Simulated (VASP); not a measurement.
# As (R-3m) in VASP: further runs

As is run at these levels: r2SCAN, PBEsol; tasks: single point.

All numbers are computed with VASP 6.6.1; they aren't measurements. Logs are shortened: lines on timing, memory, paths and dates and some standing lists are left out, and cuts for length are marked.

## (1) The cell of the first run

The structure is trigonal, space group R-3m (No. 166). The conventional cell has a = 3.835 Å, b = 3.835 Å, c = 10.749 Å, α = 90.00°, β = 90.00°, γ = 120.00°. Within 3.4 Å of As (site symmetry 3m) lie 6 As at 2.56 to 3.20 Å.

## (2) Single point, r2SCAN

Input file POSCAR:

```
As
1.0
    1.9176846343      1.1071757398      3.5829826684
   -1.9176846343      1.1071757398      3.5829826684
    0.0000000000     -2.2143514796      3.5829826684
As
2
Direct
    0.2260000000      0.2260000000      0.2260000000
    0.7740000000      0.7740000000      0.7740000000
```

Input file INCAR.step1:

```
PREC     = Accurate       # precision mode
ENCUT    = 520            # plane-wave cutoff, eV
ISMEAR   = -1             # smearing method
SIGMA    = 0.05           # smearing width, eV
LREAL    = False          # projectors in reciprocal space
LASPH    = True           # aspherical terms in the spheres
NELM     = 80             # most SCF steps
NBANDS   = 12             # bands
GGA      = PE             # functional
ALGO     = Normal         # electronic algorithm
EDIFF    = 1E-4           # SCF threshold, eV
LWAVE    = True           # write WAVECAR
LCHARG   = False          # write CHGCAR
```

Input file INCAR.step2:

```
PREC     = Accurate       # precision mode
ENCUT    = 520            # plane-wave cutoff, eV
EDIFF    = 1E-6           # SCF threshold, eV
ISMEAR   = -1             # smearing method
SIGMA    = 0.05           # smearing width, eV
LREAL    = False          # projectors in reciprocal space
LASPH    = True           # aspherical terms in the spheres
NELM     = 80             # most SCF steps
ALGO     = Normal         # electronic algorithm
ISIF     = 2              # what is computed and relaxed
LWAVE    = False          # write WAVECAR
LCHARG   = False          # write CHGCAR
METAGGA  = R2SCAN         # meta-GGA
LMIXTAU  = True         
NBANDS   = 12             # bands
ISTART   = 1
```

Input file KPOINTS:

```
Automatic mesh
0
Gamma
  9 9 9
```

Potentials or basis: VASP PAW PBE potentials, release 64 (As).

Command:

```console
> cat potpaw_PBE.64/As/POTCAR > POTCAR
> cp INCAR.step1 INCAR
> mpirun -np 1 vasp_std > vasp.out
> cp INCAR.step2 INCAR
> mpirun -np 1 vasp_std > vasp.out
```

OUTCAR:

```text
PREC = Accurate
   ENCUT = 520
   EDIFF = 1E-6
   ISMEAR = -1
   LREAL = False
   LASPH = True
   NELM = 80
   ISIF = 2
   METAGGA = R2SCAN
   ISTART = 1

 ion  position               nearest neighbor table
   1  0.226  0.226  0.226-   2 2.56   2 2.56   2 2.56
   2  0.774  0.774  0.774-   1 2.56   1 2.56   1 2.56

  LATTYP: Found a trigonal (rhomboedric) cell.
 ALAT       =     4.2120205695
 COS(alpha) =     0.5854247172

  Lattice vectors:

 A1 = (   1.9176846343,   1.1071757398,   3.5829826684)
 A2 = (  -1.9176846343,   1.1071757398,   3.5829826684)
 A3 = (   0.0000000000,  -2.2143514796,   3.5829826684)

Analysis of symmetry for initial positions (statically):
=====================================================================
 Subroutine PRICEL returns:
 Original cell was already a primitive cell.

 Routine SETGRP: Setting up the symmetry group for a
 trigonal (rhombohedral) supercell.

 Subroutine GETGRP returns: Found 12 space group operations
 (whereof 12 operations were pure point group operations)
 out of a pool of 12 trial point group operations.

The static configuration has the point symmetry D_3d.

Analysis of symmetry for dynamics (positions and initial velocities):
=====================================================================
 Subroutine PRICEL returns:
 Original cell was already a primitive cell.

 Routine SETGRP: Setting up the symmetry group for a
 trigonal (rhombohedral) supercell.

 Subroutine GETGRP returns: Found 12 space group operations
 (whereof 12 operations were pure point group operations)
 out of a pool of 12 trial point group operations.

The dynamic configuration has the point symmetry D_3d.

 Subroutine INISYM returns: Found 12 space group operations
 (whereof 12 operations are pure point group operations),
 and found     1 'primitive' translations

----------------------------------------------------------------------------------------

                                     Primitive cell

  volume of cell :      45.6446

  direct lattice vectors                    reciprocal lattice vectors
     1.917684634  1.107175740  3.582982668     0.260731087  0.150533164  0.093032360
    -1.917684634  1.107175740  3.582982668    -0.260731087  0.150533164  0.093032360
     0.000000000 -2.214351480  3.582982668     0.000000000 -0.301066327  0.093032360

  length of vectors
     4.212020569  4.212020569  4.212020569     0.315112604  0.315112604  0.315112604

  position of ions in fractional coordinates (direct lattice)
     0.226000000  0.226000000  0.226000000
     0.774000000  0.774000000  0.774000000

  ion indices of the primitive-cell ions
   primitive index   ion index
                 1           1
                 2           2

----------------------------------------------------------------------------------------

 KPOINTS: Automatic mesh

Automatic generation of k-mesh.
 Grid dimensions read from file:
 generate k-points for:    9    9    9

 Generating k-lattice:

  Cartesian coordinates                     Fractional coordinates (reciprocal lattice)
     0.028970121  0.016725907  0.010336929     0.111111111  0.000000000  0.000000000
    -0.028970121  0.016725907  0.010336929     0.000000000  0.111111111  0.000000000
     0.000000000 -0.033451814  0.010336929     0.000000000  0.000000000  0.111111111

  Length of vectors
     0.035012512  0.035012512  0.035012512

  Shift w.r.t. Gamma in fractional coordinates (k-lattice)
     0.000000000  0.000000000  0.000000000

 Subroutine IBZKPT returns following result:
 ===========================================

 Found     85 irreducible k-points:

 Following reciprocal coordinates:
            Coordinates               Weight
  0.000000  0.000000  0.000000      1.000000
  0.111111 -0.000000 -0.000000      6.000000
  0.222222 -0.000000 -0.000000      6.000000
  0.333333 -0.000000 -0.000000      6.000000
  0.444444 -0.000000 -0.000000      6.000000
  0.111111  0.111111 -0.000000      6.000000
[... 16 lines left out ...]
 -0.333333  0.333333  0.000000      6.000000
  0.444444  0.444444 -0.000000      6.000000
 [... further k-points ...]
   k-points           NKPTS =     85   k-points in BZ     NKDIM =     85   number of bands    NBANDS=     12
   number of dos      NEDOS =    301   number of ions     NIONS =      2
   total plane-waves  NPLWV =  32768
   dimension x,y,z NGX =    32 NGY =   32 NGZ =   32
   dimension x,y,z NGXF=    64 NGYF=   64 NGZF=   64
   ions per type =               2
   NGX,Y,Z   is equivalent  to a cutoff of  12.63, 12.63, 12.63 a.u.
   NGXF,Y,Z  is equivalent  to a cutoff of  25.26, 25.26, 25.26 a.u.
 SYSTEM =  unknown system
   PREC   = accura    normal or accurate (medium, high low for compatibility)
   ISTART =      1    job   : 0-new  1-cont  2-samecut
   ICHARG =      0    charge: 1-file 2-atom 10-const
   ISPIN  =      1    spin polarized calculation?
   LNONCOLLINEAR =      F non collinear calculations
   LSORBIT =      F    spin-orbit coupling
   LASPH  =      T    aspherical Exc in radial PAW
   ENCUT  =  520.0 eV  38.22 Ry    6.18 a.u.   7.83  7.83  7.83*2*pi/ulx,y,z
   NELM   =     80;   NELMIN=  2; NELMDL=  0     # of ELM steps
   EDIFF  = 0.1E-05   stopping-criterion for ELM
   LREAL  =      F    real-space projection
   EDIFFG = 0.1E-04   stopping-criterion for IOM
   NSW    =      0    number of steps for IOM
   IBRION =     -1    ionic relax: 0-MD 1-quasi-New 2-CG
   NFREE  =      0    steps in history (QN), initial steepest desc. (CG)
   ISIF   =      2    stress and relaxation
   ISYM   =      2    0-nonsym 1-usesym 2-fastsym
   POTIM  = 0.5000    time-step for ionic-motion
   TEBEG  =    0.0;   TEEND  =   0.0 temperature during run
   PSTRESS=    0.0 pullay stress
   NELECT =      10.0000    total number of electrons
   NUPDOWN=      -1.0000    fix difference up-down
   EMIN   =  10.00;   EMAX   =-10.00  energy-range for DOS
   EFERMI =   0.00;   METHOD = LEGACY
   ISMEAR =    -1;   SIGMA  =   0.05  broadening in eV -4-tet -1-fermi 0-gaus
   EFERMI_NEDOS =   21; number of points for ismear=-14 and -15
   IALGO  =     38    algorithm
   IMIX   =      4    mixing-type and parameters
     AMIX     =   0.40;   BMIX     =  1.00
     AMIX_MAG =   1.60;   BMIX_MAG =  1.00
  volume/ion in A,a.u.               =      22.82       154.01
  Fermi-wavevector in a.u.,A,eV,Ry     =   0.986912  1.864993 13.252000  0.973995
  Thomas-Fermi vector in A             =   2.118327
   LORBIT       =      0    0 simple, 1 ext, 2 COOP (PROOUT), +10 PAW based schemes
   METAGGA = R2SCAN    functional components
   LHFCALC =     F    Hartree Fock is set to
   AEXX    =    0.0000 exact exchange contribution
   IVDW    =     0    specifies the selected vdW correction
   LEPSILON=     F    determine dielectric tensor
   LRPA    =     F    only Hartree local field effects (RPA)
 non-spin polarized calculation
  energy-cutoff  :      520.00
  volume of cell :       45.64
 maximum number of plane-waves:      1244
   NGX = 15   NGY = 15   NGZ = 15

 number of electron      10.0000000 magnetization

 Free energy of the ion-electron system (eV)
  ---------------------------------------------------
  ext. energy  EPLUGINS =         0.00000000
  ---------------------------------------------------
  free energy    TOTEN  =       -29.38015542 eV

  energy without entropy =      -29.37889443  energy(sigma->0) =      -29.37952493

 E-fermi :   4.7567     XC(G=0): -10.1343

 val. band max:        4.7175214908   @ k =   0.4444  -0.0000  -0.0000
 cond. band min:       4.7943328418   @ k =   0.4444   0.3333   0.3333
 fundamental gap:      0.0768113510
 Fermi energy:         4.7566763571

 k-point     1 :       0.0000    0.0000    0.0000
  band No.  band energies     occupation
      1     -10.5440      2.00000
      2      -1.5163      2.00000
      3       2.2492      2.00000
      4       2.5752      2.00000
      5       2.5752      2.00000
      6       6.3834      0.00000
      7       7.6012      0.00000
      8       7.6012      0.00000
      9      12.0474      0.00000
     10      12.0474      0.00000
     11      12.5672      0.00000
     12      13.9354      0.00000

 k-point     2 :       0.1111   -0.0000   -0.0000
  band No.  band energies     occupation
      1     -10.3807      2.00000
      2      -2.0516      2.00000
      3       2.2227      2.00000
      4       2.4565      2.00000
      5       2.5947      2.00000
      6       6.6225      0.00000
      7       7.3288      0.00000
      8       7.4903      0.00000
      9      11.1715      0.00000
     10      11.9070      0.00000
     11      11.9301      0.00000
     12      15.0266      0.00000

 k-point     3 :       0.2222   -0.0000   -0.0000
  band No.  band energies     occupation
      1      -9.8963      2.00000
      2      -3.3394      2.00000
      3       1.9476      2.00000
      4       2.1917      2.00000
      5       3.0379      2.00000
      6       6.1547      0.00000
      7       6.9791      0.00000
      8       7.0886      0.00000
      9      11.0562      0.00000
     10      11.7615      0.00000
     11      12.5450      0.00000
     12      16.8279      0.00000
[... 286 lines left out ...]
 k-point    23 :      -0.3333    0.3333    0.0000
  band No.  band energies     occupation
      1      -6.9445      2.00000
      2      -6.8089      2.00000
      3      -1.1542      2.00000
      4       1.5143      2.00000
      5       1.5190      2.00000
      6       7.3428      0.00000
      7       7.4795      0.00000
      8      10.5028      0.00000
      9      11.6279      0.00000
     10      13.0160      0.00000
     11      15.2151      0.00000
     12      17.6880      0.00000

 k-point    24 :       0.4444    0.4444   -0.0000
  band No.  band energies     occupation
      1      -8.0396      2.00000
      2      -5.1597      2.00000
      3      -1.0464      2.00000
      4       0.6039      2.00000
      5       0.6858      2.00000
      6       6.5493      0.00000
      7       9.9884      0.00000
      8      11.3964      0.00000
      9      11.6700      0.00000
     10      15.5716      0.00000
     11      16.5564      0.00000
     12      17.8772      0.00000

 [... further k-points ...]

------------------------ aborting loop because EDIFF is reached ----------------------------------------

  FORCE on cell =-STRESS in cart. coord.  units (eV):
  Direction    XX          YY          ZZ          XY          YZ          ZX
  --------------------------------------------------------------------------------------
  -------------------------------------------------------------------------------------
  Total       -0.8532731     -0.8532731     -0.2668955      0.0000000      0.0000000      0.0000000
  in kB      -29.9508330    -29.9508330     -9.3683283      0.0000000      0.0000000      0.0000000
  external PRESSURE =     -23.0899981 kB  Pullay stress =       0.0000000 kB

 VOLUME and BASIS-vectors are now :
 -----------------------------------------------------------------------------
  energy-cutoff  :      520.00
  volume of cell :       45.64
      direct lattice vectors                 reciprocal lattice vectors
     1.917684634  1.107175740  3.582982668     0.260731087  0.150533164  0.093032360
    -1.917684634  1.107175740  3.582982668    -0.260731087  0.150533164  0.093032360
     0.000000000 -2.214351480  3.582982668     0.000000000 -0.301066327  0.093032360

 POSITION                                       TOTAL-FORCE (eV/Angst)
 -----------------------------------------------------------------------------------
      0.00000      0.00000      2.42926         0.000000      0.000000     -0.181766
      0.00000      0.00000      8.31969         0.000000     -0.000000      0.181766
 -----------------------------------------------------------------------------------
    total drift:                               -0.000000     -0.000000      0.000000

  FREE ENERGIE OF THE ION-ELECTRON SYSTEM (eV)
  ---------------------------------------------------
  free  energy   TOTEN  =       -29.3801554172 eV

  energy  without entropy=      -29.3788944335  energy(sigma->0) =      -29.37952493
```

It took 99 s on 1 thread of Intel Xeon Platinum 8259CL at 2.50GHz (Skylake/Cascade Lake), shared host; peak memory 0.2 GiB.

Results:

* Free energy: -29.3802 eV
* Pressure: -2.3 GPa
* Largest force: 0.182 eV/Å
* Band gap on the k mesh: zero (bands 5 and 6 overlap by 0.08 eV)

Forces on the atoms (eV/Å):
```
As   0.000  0.000 -0.182
As   0.000  0.000  0.182
```

Caveat: the PAW data sets were made with another functional, which shifts forces and pressure a little.

## (3) Single point, PBEsol, non-collinear spin, zero start, spin-orbit coupling

This run uses another cell than the first one, of 21.53 Å³/atom.

Input file INCAR:

```
ALGO = Normal
EDIFF = 1E-6
ENCUT = 520
GGA = PS
GGA_COMPAT = False
ISIF = 2
ISMEAR = -1
LASPH = True
LCHARG = False
LORBIT = 11
LORBMOM = True
LREAL = False
LSORBIT = True
LWAVE = False
MAGMOM = 0 0 0 0 0 0
NBANDS = 22
NELM = 150
PREC = Accurate
SIGMA = 0.05
```

Input file KPOINTS:

```
k-points
0
Gamma
  9 9 9
```

Input file POSCAR:

```
As
1.0
    1.8807968987      1.0858785957      3.5140619945
   -1.8807968987      1.0858785957      3.5140619945
    0.0000000000     -2.1717571915      3.5140619945
As
2
Direct
    0.2260000000      0.2260000000      0.2260000000
    0.7740000000      0.7740000000      0.7740000000
```

Potentials or basis: VASP PAW PBE potentials, release 64 (As).

Command:

```console
> cat potpaw_PBE.64/As/POTCAR > POTCAR
> mpirun -np 1 vasp_ncl > vasp.out
```

OUTCAR:

```text
EDIFF = 1E-6
   ENCUT = 520
   GGA = PS
   ISIF = 2
   ISMEAR = -1
   LASPH = True
   LORBIT = 11
   LREAL = False
   LSORBIT = True
   NELM = 150
   PREC = Accurate

 ion  position               nearest neighbor table
   1  0.226  0.226  0.226-   2 2.51   2 2.51   2 2.51
   2  0.774  0.774  0.774-   1 2.51   1 2.51   1 2.51

  LATTYP: Found a trigonal (rhomboedric) cell.
 ALAT       =     4.1310000000
 COS(alpha) =     0.5854247172

  Lattice vectors:

 A1 = (   1.8807968987,   1.0858785957,   3.5140619945)
 A2 = (  -1.8807968987,   1.0858785957,   3.5140619945)
 A3 = (   0.0000000000,  -2.1717571915,   3.5140619945)

Analysis of symmetry for initial positions (statically):
=====================================================================
 Subroutine PRICEL returns:
 Original cell was already a primitive cell.

 Routine SETGRP: Setting up the symmetry group for a
 trigonal (rhombohedral) supercell.

 Subroutine GETGRP returns: Found 12 space group operations
 (whereof 12 operations were pure point group operations)
 out of a pool of 12 trial point group operations.
[... 864 lines left out ...]
     0.0000000     0.0000000     0.0000000     0.0000000     0.0000000     0.0000000     0.0000000
     0.0000000     0.0000000     0.0000000     0.0000000     0.0000000     0.0000000     0.0000000
     0.0000000     0.0000000     0.0000000     0.0000000     0.0000000     0.0000000     0.0000000
     0.0000000     0.0000000     0.0000000     0.0000000     0.0000000     0.0000000     0.0000000
     0.0000000     0.0000000     0.0000000     0.0000000     0.0000000     0.0000000     0.0000000
     0.0000000     0.0000000     0.0000000     0.0000000     0.0000000     0.0000000     0.0000000

 Ion:    2  E_soc:     -0.0259192
 l=   1
     0.0000000    -0.0043936    -0.0041611
    -0.0043936     0.0000000    -0.0043936
    -0.0041611    -0.0043936     0.0000000
 l=   2
     0.0000000    -0.0000005     0.0000000    -0.0000005    -0.0000042
    -0.0000005     0.0000000    -0.0000025    -0.0000000    -0.0000005
     0.0000000    -0.0000025     0.0000000    -0.0000025     0.0000000
    -0.0000005    -0.0000000    -0.0000025     0.0000000    -0.0000005
    -0.0000042    -0.0000005     0.0000000    -0.0000005     0.0000000
 l=   3
     0.0000000     0.0000000     0.0000000     0.0000000     0.0000000     0.0000000     0.0000000
     0.0000000     0.0000000     0.0000000     0.0000000     0.0000000     0.0000000     0.0000000
     0.0000000     0.0000000     0.0000000     0.0000000     0.0000000     0.0000000     0.0000000
     0.0000000     0.0000000     0.0000000     0.0000000     0.0000000     0.0000000     0.0000000
     0.0000000     0.0000000     0.0000000     0.0000000     0.0000000     0.0000000     0.0000000
     0.0000000     0.0000000     0.0000000     0.0000000     0.0000000     0.0000000     0.0000000
     0.0000000     0.0000000     0.0000000     0.0000000     0.0000000     0.0000000     0.0000000

 total charge

# of ion       s       p       d       tot
------------------------------------------
    1        1.303   1.357   0.050   2.710
    2        1.303   1.357   0.050   2.710
--------------------------------------------------
tot          2.606   2.715   0.100   5.421

 magnetization (x)

# of ion       s       p       d       tot
------------------------------------------
    1        0.000   0.000   0.000   0.000
    2        0.000   0.000   0.000   0.000
--------------------------------------------------
tot          0.000   0.000   0.000   0.000

 magnetization (y)

# of ion       s       p       d       tot
------------------------------------------
    1        0.000   0.000   0.000   0.000
    2        0.000   0.000   0.000   0.000
--------------------------------------------------
tot          0.000   0.000   0.000   0.000

 magnetization (z)

# of ion       s       p       d       tot
------------------------------------------
    1        0.000   0.000   0.000   0.000
    2        0.000   0.000   0.000   0.000
--------------------------------------------------
tot          0.000   0.000   0.000   0.000
```

Wall time 2.1 min (1 thread of Intel Xeon Platinum 8259CL at 2.50GHz (Skylake/Cascade Lake), shared host); peak memory 0.36 GiB.

Results:

```yaml
Free_energy: -10.2305 eV
Pressure: 0.7 GPa
Largest_force: 0.439 eV/Å
Net_moment: 0.00 μB per cell
Valence_electrons_inside_the_program's_atomic_spheres: As 2.71
```

Forces on the atoms (eV/Å):
```
As   0.000  0.000  0.439
As   0.000  0.000 -0.439
```

Stress tensor (GPa, compression positive):
```
1.02 0.00 0.00
0.00 1.02 0.00
0.00 0.00 0.11
```

Moments on the atoms (μB; x, y, z):
```
As  0.00 0.00 0.00
As  0.00 0.00 0.00
```

Caveat: the PAW data sets were made with another functional, which shifts forces and pressure a little.
